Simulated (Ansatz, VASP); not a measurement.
# Mg5Te3 in VASP and in Ansatz

The input INCAR:

```
SYSTEM = Mg5Te3
PREC = Accurate ; ENCUT = 600
EDIFF = 1E-6 ; ISMEAR = 0
SIGMA = 0.2 ; LREAL = .FALSE.
LASPH = .TRUE. ; NELM = 80
ALGO = Fast ; ISIF = 3
LWAVE = .FALSE. ; LCHARG = .FALSE.
GGA = PE ; IBRION = 2
NSW = 36 ; EDIFFG = -0.08
```

File KPOINTS:

```
regular mesh
0
G
  3 3 4
  0 0 0
```

The input POSCAR:

```
Mg5Te3
1.0
    7.5189524900      0.0000000000      0.0000000000
   -3.7594762400      6.5116038600      0.0000000000
    0.0000000000      0.0000000000      4.6127643200
Mg Te
5 3
Direct
    0.6666666700      0.3333333300      0.5000000000
    0.3333333300      0.6666666700      0.5000000000
    0.0000000000      0.3177340000      0.5000000000
    0.3177340000      0.0000000000      0.5000000000
    0.6822660000      0.6822660000      0.5000000000
    0.0000000000      0.6640669700      0.0000000000
    0.3359330300      0.3359330300      0.0000000000
    0.6640669700      0.0000000000      0.0000000000
```

Input for Ansatz:

```yaml
crystal:
  lattice:
    - [7.51895249, 0.0, 0.0]
    - [-3.75947624, 6.51160386, 0.0]
    - [0.0, 0.0, 4.61276432]
  atoms:
    - { symbol: Mg, position: [0.66666667, 0.33333333, 0.5] }
    - { symbol: Mg, position: [0.33333333, 0.66666667, 0.5] }
    - { symbol: Mg, position: [0.0, 0.317734, 0.5] }
    - { symbol: Mg, position: [0.317734, 0.0, 0.5] }
    - { symbol: Mg, position: [0.682266, 0.682266, 0.5] }
    - { symbol: Te, position: [0.0, 0.66406697, 0.0] }
    - { symbol: Te, position: [0.33593303, 0.33593303, 0.0] }
    - { symbol: Te, position: [0.66406697, 0.0, 0.0] }
basis:
  ecutwfc: 420
kpoints:
  mp_grid: { grid: [3, 3, 4] }
hamiltonian:
  xc: pbe
scf:
  occupations: { method: gaussian, width: 0.2 }
  lower_state_search: "off"
output:
  forces: true
  stress: true
  eigenvalues: true
relax:
  adjacent_minimum: "off"
  f_tol: 0.08
  max_steps: 16
  cell: { stress_tol: 0.8 }
```

Change from the starting cell: species swapped into the Yb3Si5 type (P-62m, No. 189).

Alike in both runs: task relaxation of cell and atoms; functional PBE; k mesh 3 × 3 × 4; occupations gaussian, width 0.2 eV; no spin polarisation.

|  | VASP | Ansatz |
| --- | --- | --- |
| version | VASP 6.6.1 | Ansatz 0.2.0 |
| potentials or method | VASP PAW PBE potentials, release 64 (Mg, Te), cutoff 600 eV | scalar-relativistic, plane waves, PAW |
| valence electrons in the cell | 28 | 98 |

Ansatz gave:

```
gap on the k mesh at the Fermi level, each at its own relaxed structure (eV) : none
relaxed volume (Å³/atom)                                                     : 25.87
relaxed cell length with the largest relative difference (Å)                 : 4.090
```

Problem. Estimate VASP's values.

Solution. gap on the k mesh at the Fermi level, each at its own relaxed structure (eV): none; relaxed volume (Å³/atom): 26.11; relaxed cell length with the largest relative difference (Å): 4.038.

A gap of «none» marks a metal or a gap that the smearing closes. VASP's potentials hold 28 valence electrons a cell and Ansatz's 98, so a difference there can come from the potentials and not from the codes.

Spin-orbit coupling is off throughout.
